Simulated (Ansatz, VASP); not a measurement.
**One calculation of TiCo3, two programs**

INCAR

```
PREC = Accurate ; ENCUT = 520
EDIFF = 1E-7 ; ISMEAR = -1
SIGMA = 0.05 ; LREAL = F
LASPH = T ; NELM = 150
ALGO = Normal ; ISIF = 2
LWAVE = F ; LCHARG = F
ISPIN = 2 ; MAGMOM = 0.3 1 1 1
LORBIT = 11 ; LMAXMIX = 4
GGA = PS ; NBANDS = 32
```

Contents of KPOINTS:

```
regular mesh
0
Gamma
  10 10 10
```

POSCAR

```
TiCo3
1.0
    3.5710000000      0.0000000000      0.0000000000
    0.0000000000      3.5710000000      0.0000000000
    0.0000000000      0.0000000000      3.5710000000
Ti Co
1 3
Direct
    0.0000000000      0.0000000000      0.0000000000
    0.0000000000      0.5000000000      0.5000000000
    0.5000000000      0.0000000000      0.5000000000
    0.5000000000      0.5000000000      0.0000000000
```

Input for Ansatz:

```yaml
crystal:
  lattice:
    - [3.571, 0.0, 0.0]
    - [0.0, 3.571, 0.0]
    - [0.0, 0.0, 3.571]
  atoms:
    - { symbol: Ti, position: [0.0, 0.0, 0.0], spin: 0.3 }
    - { symbol: Co, position: [0.0, 0.5, 0.5], spin: 1.0 }
    - { symbol: Co, position: [0.5, 0.0, 0.5], spin: 1.0 }
    - { symbol: Co, position: [0.5, 0.5, 0.0], spin: 1.0 }
magnetization:
  spin_polarized: true
kpoints:
  mp_grid: { grid: [10, 10, 10] }
scf:
  occupations: { method: fermi_dirac, width: 0.05 }
  lower_state_search: "off"
hamiltonian:
  xc: pbesol
  pseudopotentials: { kind: all_electron, lapw: { basis_error: 0.001 } }
output:
  forces: true
  stress: true
  eigenvalues: true
  populations: true
```

Alike in both runs: task single point; functional PBEsol; k mesh 10 × 10 × 10; occupations fermi-dirac, width 0.05 eV; collinear spin.

```csv
,VASP,Ansatz
version,VASP 6.6.1,Ansatz 0.2.0
potentials or method,"VASP PAW PBE potentials, release 64 (Ti_sv, Co), cutoff 520 eV","all-electron LAPW, scalar-relativistic"
```

VASP gave:

```
pressure (GPa)                                                : -8.0
net moment per atom (μB)                                      : 0.28
size of the moment on the site where the two differ most (μB) : 0.43
```

Problem. Estimate Ansatz's values.

Solution. Pressure (GPa): -3.7; net moment per atom (μB): 0.65; size of the moment on the site where the two differ most (μB): 1.03.

The net moments are unlike, so the other rows may belong to different states. VASP's potentials were made for PBE, not for PBEsol. Site moments also hang on the region over which each program counts them. Ansatz ran all-electron here, and VASP with PAW potentials. Ansatz's warnings: seeded moment not kept.
